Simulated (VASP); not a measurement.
Here is a VASP 6.6.1 calculation.

The input INCAR:

```
PREC = Accurate ; ENCUT = 600
EDIFF = 1E-6 ; ISMEAR = -1
SIGMA = 0.05 ; LREAL = F
LASPH = T ; NELM = 60
ALGO = Normal ; ISIF = 3
LWAVE = F ; LCHARG = F
GGA = PE ; IBRION = 2
NSW = 60 ; EDIFFG = -0.005
```

The input KPOINTS:

```
Automatic mesh
0
Gamma
  15 15 5
```

Contents of POSCAR:

```
B
1.0
    2.5549950930      0.0000000000      0.0000000000
   -1.2774975465      2.2126906571      0.0000000000
    0.0000000000      0.0000000000      6.8984867512
B
4
Direct
    0.0000000000      0.0000000000      0.2500000000
    0.0000000000      0.0000000000      0.7500000000
    0.3333333333      0.6666666667      0.2500000000
    0.6666666667      0.3333333333      0.7500000000
```

Potentials or basis: VASP PAW PBE potentials, release 64 (B).

Run with:

```sh
$ cat potpaw_PBE.64/B/POTCAR > POTCAR
$ mpirun -np 1 vasp_std > vasp.out
```

Question: Predict the band gap on the k mesh.

Answer: Zero (band 6 reaches 6.60 eV, above the bottom of band 7 at 3.08 eV).

Question: What does it give for the space group after relaxing (to 0.05 Å)?

Answer: P6_3/mmc (No. 194).

Question: Estimate the relaxed cell.

Answer: a = 2.994 Å, b = 2.994 Å, c = 4.044 Å, α = 90.00°, β = 90.00°, γ = 120.00°.

Step by step:
| step | energy change (eV) | largest force (eV/Å) | pressure (GPa) | volume (Å³) |
| --- | --- | --- | --- | --- |
| 1 | 0.0000 | 0.0000 | 69.95 | 39.00 |
| 2 | -1.2596 | 0.0000 | -23.58 | 66.74 |
| 3 | -3.2088 | 0.0000 | -3.19 | 52.00 |
| 4 | -3.2149 | 0.0000 | -1.79 | 51.49 |
| 5 | -3.2155 | 0.0000 | -1.02 | 51.23 |
| 6 | -3.2298 | 0.0000 | -1.11 | 50.64 |
| 7 | -3.2845 | 0.0000 | -1.29 | 48.86 |
| 8 | -3.4625 | 0.0000 | -1.62 | 45.28 |
| 9 | -4.0556 | 0.0000 | -2.35 | 38.06 |
| 10 | -1.8280 | 0.0000 | 68.50 | 23.31 |
| 11 | -4.2975 | 0.0000 | -1.38 | 35.67 |
| 12 | -4.5717 | 0.0000 | 9.88 | 29.53 |
| 13 | -4.5846 | 0.0000 | 4.16 | 31.59 |
| 14 | -4.6011 | 0.0000 | 6.19 | 30.74 |
| 15 | -4.6128 | 0.0000 | 4.67 | 30.60 |
| 16 | -4.6134 | 0.0000 | 4.05 | 30.53 |
| 17 | -4.6135 | 0.0000 | 4.22 | 30.55 |
| 18 | -4.6186 | 0.0000 | 2.96 | 30.80 |
| 19 | -4.6233 | 0.0000 | -0.47 | 31.53 |
| 20 | -4.6234 | 0.0000 | 0.07 | 31.41 |
| 21 | -4.6234 | 0.0000 | 0.15 | 31.40 |
| 22 | -4.6235 | 0.0000 | 0.11 | 31.39 |
| 23 | -4.6235 | 0.0000 | 0.05 | 31.39 |

Caveat: the volume moved by over 15 % at a fixed basis, so the end points are rough; this functional lacks dispersion, which binds the layers, so the pressure and a relaxed spacing across them are unreliable.
